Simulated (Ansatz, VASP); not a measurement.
## Two plane-wave programs on Cs

Contents of INCAR:

```
SYSTEM = Cs
ALGO     = Normal         ! electronic algorithm
EDIFF    = 1E-6           ! SCF threshold, eV
ENCUT    = 500            ! plane-wave cutoff, eV
GGA_COMPAT= .False.      
ISIF     = 2              ! what is computed and relaxed
ISMEAR   = 0              ! smearing method
LASPH    = .True.         ! aspherical terms in the spheres
LCHARG   = .False.        ! write CHGCAR
LREAL    = .False.        ! projectors in reciprocal space
LWAVE    = .False.        ! write WAVECAR
NBANDS   = 10             ! bands
NELM     = 120            ! most SCF steps
PREC     = Accurate       ! precision mode
SIGMA    = 0.05           ! smearing width, eV
```

KPOINTS

```
k-points
0
Gamma
  4 4 4
  0 0 0
```

Contents of POSCAR:

```
Cs
1.0
   -3.0335000000      3.0335000000      3.0335000000
    3.0335000000     -3.0335000000      3.0335000000
    3.0335000000      3.0335000000     -3.0335000000
Cs
1
Direct
    0.0013351904      0.0035032132     -0.0039034730
```

Input for Ansatz:

```yaml
crystal:
  lattice:
    - [-3.0335, 3.0335, 3.0335]
    - [3.0335, -3.0335, 3.0335]
    - [3.0335, 3.0335, -3.0335]
  atoms:
    - { symbol: Cs, position: [0.001335190382156175, 0.0035032132002621, -0.0039034729842584172] }
kpoints:
  mp_grid:
    grid: [4, 4, 4]
hamiltonian:
  xc: lda
scf:
  occupations:
    method: gaussian
    width: 0.05
output:
  forces: true
  stress: true
```

Alike in both runs: task single point; functional LDA; k mesh 4 × 4 × 4; occupations gaussian, width 0.05 eV; no spin polarisation.

|  | VASP | Ansatz |
| --- | --- | --- |
| version | VASP 6.6.1 | Ansatz 0.2.0 |
| potentials or method | VASP PAW LDA potentials, release 64 (Cs_sv) | plane waves, PAW |
| plane-wave cutoff (eV) | 500 | 420 |
| valence electrons in the cell | 9 | 9 |

|  | VASP | Ansatz | Ansatz less VASP |
| --- | --- | --- | --- |
| pressure (GPa) | -0.3 | -0.3 | +0.02 |

LDA's correlation is that of Perdew and Zunger in VASP and of Perdew and Wang (1992) in Ansatz.

The k mesh is coarse, so the values compare programs but aren't converged. Spin-orbit coupling is off throughout.
